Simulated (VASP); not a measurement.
The system is KF.

```xyz
4
Lattice="3.8319 0.0000 0.0000 -1.9160 3.3186 0.0000 0.0000 0.0000 6.2575" Properties=species:S:1:pos:R:3 pbc="T T T"
K     0.0000    0.0000    0.0000
K     0.0000    0.0000    3.1287
F     0.0000    2.2124    1.5644
F     1.9160    1.1062    4.6931
```

| Quantity | Value |
| --- | --- |
| Program | VASP 6.6.1 |
| Task | relaxation of cell and atoms |
| Functional | PBE |
| Potentials or basis | VASP PAW PBE potentials, release 64 (K_sv, F) |
| Cutoff | 600 eV |
| k mesh | 9 × 9 × 6 |
| Occupations | gaussian, width 0.02 eV |
| Spin | no spin polarisation |

At the start: pressure 0.3 GPa; volume 19.89 Å³/atom.

Task: How do energy, volume and symmetry change on relaxing?

Result: Over 6 steps the energy falls by 13.1 meV/atom and the volume is 19.95 Å³/atom (+0.3 %); space group P6_3/mmc (No. 194, to 0.05 Å).

Step by step:
| step | energy change (eV) | largest force (eV/Å) | pressure (GPa) | volume (Å³) |
| --- | --- | --- | --- | --- |
| 1 | 0.0000 | 0.0000 | 0.32 | 79.57 |
| 2 | -0.0270 | 0.0000 | 0.11 | 80.01 |
| 3 | -0.0489 | 0.0000 | -0.50 | 81.14 |
| 4 | -0.0511 | 0.0000 | -0.35 | 80.89 |
| 5 | -0.0522 | 0.0000 | -0.11 | 80.16 |
| 6 | -0.0523 | 0.0000 | 0.01 | 79.80 |

Final structure:
```cif
data_structure
_symmetry_space_group_name_H-M 'P 1'
_symmetry_Int_Tables_number 1
_cell_length_a 3.7363
_cell_length_b 3.7363
_cell_length_c 6.6002
_cell_angle_alpha 90.000
_cell_angle_beta 90.000
_cell_angle_gamma 120.000
_cell_volume 79.80
loop_
_atom_site_label
_atom_site_type_symbol
_atom_site_fract_x
_atom_site_fract_y
_atom_site_fract_z
_atom_site_occupancy
K1 K 0.00000 0.00000 0.00000 1
K2 K 0.00000 0.00000 0.50000 1
F1 F 0.33333 0.66667 0.25000 1
F2 F 0.66667 0.33333 0.75000 1
```
